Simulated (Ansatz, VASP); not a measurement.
# Rh: VASP beside Ansatz

```
CELL_PARAMETERS angstrom
5.36480 0.00000 0.00000
-2.68240 4.64605 0.00000
0.00000 0.00000 24.81824
ATOMIC_POSITIONS crystal
Rh 0.33333 0.16667 0.32234
Rh 0.33333 0.66667 0.32234
Rh 0.83333 0.16667 0.32234
Rh 0.83333 0.66667 0.32234
Rh 0.66671 0.33335 0.40903
Rh 0.66667 0.83333 0.40904
Rh 0.16665 0.33335 0.40903
Rh 0.16665 0.83329 0.40903
Rh 0.00000 0.50000 0.49574
Rh 0.99980 0.99990 0.49572
Rh 0.50010 0.50020 0.49572
Rh 0.50010 0.99990 0.49572
```

Alike in both runs: task single point; functional PBE; dispersion D3(BJ); k mesh 4 × 4 × 1; occupations gaussian, width 0.1 eV; no spin polarisation.

|  | VASP | Ansatz |
| --- | --- | --- |
| version | VASP 6.6.1 | Ansatz 0.2.0 |
| potentials or method | VASP PAW PBE potentials, release 64 (Rh_pv), cutoff 400 eV | scalar-relativistic, plane waves, PAW |
| valence electrons in the cell | 180 | 204 |

Ansatz gave:

```
gap on the k mesh at the Fermi level (eV) : none
rms of the force components (eV/Å)        : 0.004
```

Problem. Which values does VASP return?

Solution. gap on the k mesh at the Fermi level (eV): none; rms of the force components (eV/Å): 0.006.

Atom by atom the forces differ by 0.003 eV/Å (rms over components). A gap of «none» marks a metal or a gap that the smearing closes. VASP's potentials hold 180 valence electrons a cell and Ansatz's 204, so a difference there can come from the potentials and not from the codes.
